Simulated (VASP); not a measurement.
# Al36H in VASP: further runs

The runs below take Al36H through single point, with PBE+D3(BJ).

Program: VASP 6.6.1. These are calculated values, not measurements. Logs are shortened: lines on timing, memory, paths and dates and some standing lists are left out, and cuts for length are marked.

### 1 The cell of the first run

The cell holds a slab with vacuum, 37 atoms: a = 5.629 Å, b = 5.629 Å, c = 35.907 Å, α = 90.00°, β = 90.00°, γ = 120.00°.

### 2 Single point, PBE+D3(BJ)

Input file INCAR:

```
SYSTEM = Al36H
ALGO = Normal ; DIPOL = 0.5 0.5 0.378
EDIFF = 1E-7 ; ENCUT = 520
GGA = PE ; IDIPOL = 3
ISIF = 2 ; ISMEAR = 0
IVDW = 12 ; LASPH = .True.
LCHARG = .False. ; LDIPOL = .True.
LREAL = Auto ; LWAVE = .False.
NBANDS = 78 ; NELM = 100
PREC = Accurate ; SIGMA = 0.1
```

Input file KPOINTS:

```
k-points
0
Gamma
  6 6 1
  0 0 0
```

Input file POSCAR:

```
Al36H
1.0
    5.6288445219      0.0000000000      0.0000000000
   -2.8144222609      4.8747223499      0.0000000000
    0.0000000000      0.0000000000     35.9073562080
Al H
36 1
Direct
    0.1666666667      0.3333333333      0.1113977865
    0.1666666667      0.8333333333      0.1113977865
    0.6666666667      0.3333333333      0.1113977865
    0.6666666667      0.8333333333      0.1113977865
    0.0000000000      0.0000000000      0.1757372983
    0.0000000000      0.5000000000      0.1757372983
    0.5000000000      0.0000000000      0.1757372983
    0.5000000000      0.5000000000      0.1757372983
    0.3333333333      0.1666666667      0.2400768102
    0.3333333333      0.6666666667      0.2400768102
    0.8333333333      0.1666666667      0.2400768102
    0.8333333333      0.6666666667      0.2400768102
    0.0000000000      0.0000000000      0.3044163221
    0.0000000000      0.5000000000      0.3044163221
    0.5000000000      0.0000000000      0.3044163221
    0.5000000000      0.5000000000      0.3044163221
    0.1666666667      0.3333333333      0.3682539347
    0.1666666667      0.8333333333      0.3682539347
    0.6666666667      0.3333333333      0.3682539347
    0.6666666667      0.8333333333      0.3682539347
    0.0000000000      0.0000000000      0.4320699059
    0.0000000000      0.5000000000      0.4320699059
    0.5000000000      0.0000000000      0.4320699059
    0.5000000000      0.5000000000      0.4320699059
    0.3333333333      0.1666666667      0.4967844642
    0.3333333333      0.6666666667      0.4967844642
    0.8333333333      0.1666666667      0.4967844642
    0.8333333333      0.6666666667      0.4967844642
    0.0000000000      0.0000000000      0.5611166564
    0.0000000000      0.5000000000      0.5611166564
    0.5000000000      0.0000000000      0.5611166564
    0.5000000000      0.5000000000      0.5611166564
    0.1666666667      0.3333333333      0.6268174153
    0.1666666667      0.8333333333      0.6268174153
    0.6666666667      0.3333333333      0.6268174153
    0.6666666667      0.8333333333      0.6268174153
    0.5000000000      0.5000000000      0.7131506998
```

Potentials or basis: VASP PAW PBE potentials, release 64 (Al, H).

The run is started by

```
cat potpaw_PBE.64/Al/POTCAR potpaw_PBE.64/H/POTCAR > POTCAR
mpirun -np 1 vasp_std > vasp.out
```

OUTCAR:

```text
SYSTEM = Al36H
   EDIFF = 1E-7
   ENCUT = 520
   GGA = PE
   ISIF = 2
   ISMEAR = 0
   IVDW = 12
   LASPH = .True.
   LREAL = Auto
   NELM = 100
   PREC = Accurate
 IVDW          = 12

 ion  position               nearest neighbor table
   1  0.167  0.333  0.111-   2 2.81   2 2.81   3 2.81   3 2.81   4 2.81   4 2.81   5 2.82   8 2.82
                             6 2.82
   2  0.167  0.833  0.111-   1 2.81   1 2.81   4 2.81   4 2.81   3 2.81   3 2.81   6 2.82   7 2.82
                             5 2.82
   3  0.667  0.333  0.111-   4 2.81   4 2.81   1 2.81   1 2.81   2 2.81   2 2.81   7 2.82   6 2.82
                             8 2.82
   4  0.667  0.833  0.111-   3 2.81   3 2.81   2 2.81   2 2.81   1 2.81   1 2.81   8 2.82   5 2.82
                             7 2.82
   5  0.000  0.000  0.176-   6 2.81   6 2.81   7 2.81   7 2.81   8 2.81   8 2.81   1 2.82   4 2.82
                             2 2.82  12 2.82   9 2.82  11 2.82
   6  0.000  0.500  0.176-   5 2.81   5 2.81   8 2.81   8 2.81   7 2.81   7 2.81   2 2.82   3 2.82
                             1 2.82  11 2.82  10 2.82  12 2.82
   7  0.500  0.000  0.176-   8 2.81   8 2.81   5 2.81   5 2.81   6 2.81   6 2.81   3 2.82   2 2.82
                             4 2.82  10 2.82  11 2.82   9 2.82
   8  0.500  0.500  0.176-   7 2.81   7 2.81   6 2.81   6 2.81   5 2.81   5 2.81   4 2.82   1 2.82
                             3 2.82   9 2.82  12 2.82  10 2.82
   9  0.333  0.167  0.240-  10 2.81  10 2.81  11 2.81  11 2.81  12 2.81  12 2.81  16 2.82   8 2.82
[... 40 lines left out ...]
                            27 2.82  33 2.86  36 2.86  34 2.86
  30  0.000  0.500  0.561-  29 2.81  29 2.81  32 2.81  32 2.81  31 2.81  31 2.81  27 2.82  26 2.82
                            28 2.82  34 2.86  35 2.86  33 2.86
  31  0.500  0.000  0.561-  32 2.81  32 2.81  29 2.81  29 2.81  30 2.81  30 2.81  26 2.82  27 2.82
                            25 2.82  35 2.86  34 2.86  36 2.86
  32  0.500  0.500  0.561-  31 2.81  31 2.81  30 2.81  30 2.81  29 2.81  29 2.81  25 2.82  28 2.82
                            26 2.82  36 2.86  33 2.86  35 2.86
  33  0.167  0.333  0.627-  34 2.81  34 2.81  35 2.81  35 2.81  36 2.81  36 2.81  29 2.86  32 2.86
                            30 2.86
  34  0.167  0.833  0.627-  33 2.81  33 2.81  36 2.81  36 2.81  35 2.81  35 2.81  30 2.86  31 2.86
                            29 2.86
  35  0.667  0.333  0.627-  36 2.81  36 2.81  33 2.81  33 2.81  34 2.81  34 2.81  31 2.86  30 2.86
                            32 2.86
  36  0.667  0.833  0.627-  35 2.81  35 2.81  34 2.81  34 2.81  33 2.81  33 2.81  32 2.86  29 2.86
                            31 2.86
  37  0.500  0.500  0.713-

  LATTYP: Found a hexagonal cell.
 ALAT       =     5.6288445219
 C/A-ratio  =     6.3791700176

  Lattice vectors:

 A1 = (   5.6288445219,   0.0000000000,   0.0000000000)
 A2 = (  -2.8144222609,   4.8747223499,   0.0000000000)
 A3 = (   0.0000000000,   0.0000000000,  35.9073562080)

Analysis of symmetry for initial positions (statically):
=====================================================================
 Subroutine PRICEL returns:
 Original cell was already a primitive cell.
[... 199 lines left out ...]
  Thomas-Fermi vector in A             =   1.890327
   LORBIT       =      0    0 simple, 1 ext, 2 COOP (PROOUT), +10 PAW based schemes
   GGA     = PE    functional components
   LHFCALC =     F    Hartree Fock is set to
   AEXX    =    0.0000 exact exchange contribution
   IVDW    =    12    specifies the selected vdW correction
   LEPSILON=     F    determine dielectric tensor
   LRPA    =     F    only Hartree local field effects (RPA)
 non-spin polarized calculation
 Gauss-broadening in eV      SIGMA  =   0.10
  energy-cutoff  :      520.00
  volume of cell :      985.26
 maximum number of plane-waves:     26641
 NGX is ok and might be reduce to    42
   NGX = 21   NGY = 21   NGZ =133

 dipolmoment           0.000000      0.000000     -0.955242 electrons x Angstroem

 number of electron     109.0000000 magnetization

 dipolmoment           0.000000      0.000000      0.308243 electrons x Angstroem

 Free energy of the ion-electron system (eV)
  ---------------------------------------------------
  ext. energy  EPLUGINS =         0.00000000
  ---------------------------------------------------
  free energy    TOTEN  =      -132.40278634 eV

  energy without entropy =     -132.30996832  energy(sigma->0) =     -132.35637733

 E-fermi :   2.8140     XC(G=0):  -6.6554

 val. band max:        2.8103405473   @ k =   0.1667   0.0000   0.0000
 cond. band min:       2.8552051343   @ k =   0.3333   0.0000   0.0000
 fundamental gap:      0.0448645869
 Fermi energy:         2.8139676067

 k-point     1 :       0.0000    0.0000    0.0000
  band No.  band energies     occupation
      1      -8.4917      2.00000
      2      -8.2272      2.00000
      3      -7.8409      2.00000
      4      -7.2878      2.00000
      5      -6.6084      2.00000
      6      -5.7942      2.00000
[... 472 lines left out ...]
     65       5.4270      0.00000
     66       5.4278      0.00000
 [bands above 66 left out]

------------------------ aborting loop because EDIFF is reached ----------------------------------------

 vacuum level on the upper side and lower side of the slab       (xc-potential included)         0.926        -1.074

 Edisp (eV)  -11.25954

 E8    (eV) :    -5.1028

  FORCE on cell =-STRESS in cart. coord.  units (eV):
  Direction    XX          YY          ZZ          XY          YZ          ZX
  --------------------------------------------------------------------------------------
  -------------------------------------------------------------------------------------
  Total      -3.96797    -3.96797    -1.63084    -0.00000     0.00000     0.00000
  in kB      -6.45247    -6.45247    -2.65198    -0.00000     0.00000     0.00000
  external pressure =       -5.19 kB  Pullay stress =        0.00 kB

 VOLUME and BASIS-vectors are now :
 -----------------------------------------------------------------------------
  energy-cutoff  :      520.00
  volume of cell :      985.26
      direct lattice vectors                 reciprocal lattice vectors
     5.628844522  0.000000000  0.000000000     0.177656355  0.102569944  0.000000000
    -2.814422261  4.874722350  0.000000000     0.000000000  0.205139889  0.000000000
     0.000000000  0.000000000 35.907356208     0.000000000  0.000000000  0.027849447

 POSITION                                       TOTAL-FORCE (eV/Angst)
 -----------------------------------------------------------------------------------
      0.00000      1.62491      4.00000         0.025988      0.015004     -0.108112
     -1.40721      4.06227      4.00000         0.000000     -0.000000     -0.112177
      2.81442      1.62491      4.00000        -0.025988      0.015004     -0.108112
      1.40721      4.06227      4.00000        -0.000000     -0.030009     -0.108112
      0.00000      0.00000      6.31026        -0.001638      0.000946      0.126803
     -1.40721      2.43736      6.31026        -0.000000     -0.001892      0.126803
[... 29 lines left out ...]
      1.40721      4.06227     22.50736        -0.000000     -0.070112      0.287136
      1.40721      2.43736     25.60736         0.000000      0.000000     -0.844016
 -----------------------------------------------------------------------------------
    total drift:                               -0.000000      0.000000     -0.028468

  FREE ENERGIE OF THE ION-ELECTRON SYSTEM (eV)
  ---------------------------------------------------
  free  energy   TOTEN  =      -143.6623265731 eV

  energy  without entropy=     -143.5695085540  energy(sigma->0) =     -143.61591756

 vacuum level on the upper side and lower side of the slab         8.851         6.823
```

OSZICAR:

```text
N       E                     dE             d eps       ncg     rms          rms(c)
DAV:   1     0.298944615064E+03    0.29894E+03   -0.36500E+04  1092   0.107E+03
DAV:   2    -0.108241623703E+03   -0.40719E+03   -0.38005E+03  1320   0.171E+02
DAV:   3    -0.134652158740E+03   -0.26411E+02   -0.25219E+02  1480   0.391E+01
[... 32 lines left out ...]
DAV:  36    -0.132402784801E+03   -0.10566E-05   -0.95830E-08   936   0.567E-04    0.598E-04
DAV:  37    -0.132402785672E+03   -0.87126E-06   -0.31236E-08   758   0.444E-04    0.408E-04
DAV:  38    -0.132402786189E+03   -0.51755E-06   -0.57725E-08   778   0.316E-04    0.618E-04
DAV:  39    -0.132402786317E+03   -0.12729E-06   -0.65459E-09   690   0.200E-04    0.741E-04
DAV:  40    -0.132402786339E+03   -0.22254E-07   -0.15865E-08   676   0.145E-04
   1 F= -.14366233E+03 E0= -.14361592E+03  d E =-.928180E-01
```

stdout:

```text
POSCAR found type information on POSCAR AlH
 POSCAR found :  2 types and      37 ions
 scaLAPACK will be used
 LDA part: xc-table for (Slater+PW92), standard interpolation
 POSCAR, INCAR and KPOINTS ok, starting setup
 FFT: planning ... GRIDC
 FFT: planning ... GRID_SOFT
 FFT: planning ... GRID
 WAVECAR not read
 entering main loop
```

Run time: 52 min. Hardware: 1 thread of Intel Xeon Platinum 8375C at 2.90GHz (Ice Lake), shared host; peak memory 1.1 GiB.

Results:

```yaml
Free_energy: -143.6623 eV
Largest_force: 0.844 eV/Å
Band_gap_on_the_k_mesh: zero (an odd number of electrons rules out a gap without spin polarisation)
Dispersion_energy_per_atom: -0.304 eV
```

Forces on the atoms (eV/Å):
```
Al   0.026  0.015 -0.108
Al   0.000  0.000 -0.112
Al  -0.026  0.015 -0.108
Al   0.000 -0.030 -0.108
Al  -0.002  0.001  0.127
Al   0.000 -0.002  0.127
Al   0.002  0.001  0.127
Al   0.000  0.000  0.090
Al   0.000  0.031 -0.023
Al   0.027 -0.016 -0.023
Al   0.000  0.000 -0.030
Al  -0.027 -0.016 -0.023
Al   0.008 -0.005  0.008
Al   0.000  0.009  0.008
Al  -0.008 -0.005  0.008
Al   0.000  0.000  0.054
Al   0.023  0.013  0.001
Al   0.000  0.000  0.001
Al  -0.023  0.013  0.001
Al   0.000 -0.026  0.001
Al   0.010 -0.006  0.021
Al   0.000  0.012  0.021
Al  -0.010 -0.006  0.021
Al   0.000  0.000 -0.017
Al   0.000  0.001 -0.021
Al   0.001  0.000 -0.021
Al   0.000  0.000  0.018
Al  -0.001  0.000 -0.021
Al  -0.023  0.013 -0.028
Al   0.000 -0.026 -0.028
Al   0.023  0.013 -0.028
Al   0.000  0.000  0.042
Al   0.061  0.035  0.287
Al   0.000  0.000  0.010
Al  -0.061  0.035  0.287
Al   0.000 -0.070  0.287
H    0.000  0.000 -0.844
```

Levels at points of the mesh, in eV from the Fermi level:
| k point | band 53 | band 54 | band 55 | band 56 | band 57 | band 58 |
| --- | --- | --- | --- | --- | --- | --- |
| (0.00, 0.00, 0.00) | -1.27 | -1.16 | -0.57 | -0.54 | -0.54 | -0.47 |
| (0.50, 0.00, 0.00) | -0.11 | -0.07 | -0.06 | 0.28 | 0.44 | 0.44 |

[end of part 1 of 2]

The gap in the log of VASP goes by the Fermi energy; the results here count the filled bands.